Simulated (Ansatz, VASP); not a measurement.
**BP: VASP beside Ansatz**

```
P B
1.0
     0.00000    2.22268    2.22268
     2.22268    0.00000    2.22268
     2.22268    2.22268    0.00000
P B
1 1
Direct
  0.75000 0.75000 0.75000
  0.00000 0.00000 0.00000
```

Alike in both runs: task single point; functional PBE; dispersion D3(BJ); k mesh 10 × 10 × 10; occupations fermi-dirac, width 0.05 eV; no spin polarisation.

```csv
,VASP,Ansatz
version,VASP 6.6.1,Ansatz 0.2.0
potentials or method,"VASP PAW PBE potentials, release 64 (P, B)",Ansatz PAW
plane-wave cutoff (eV),520,420
valence electrons in the cell,8,8
```

Ansatz gave:

```
gap on the k mesh at the Fermi level (eV) : 1.16
least direct gap on the mesh (eV)         : 3.50
pressure (GPa)                            : 7.7
```

What did VASP give for the same quantities?

gap on the k mesh at the Fermi level (eV): 1.15; least direct gap on the mesh (eV): 3.50; pressure (GPa): 7.4.
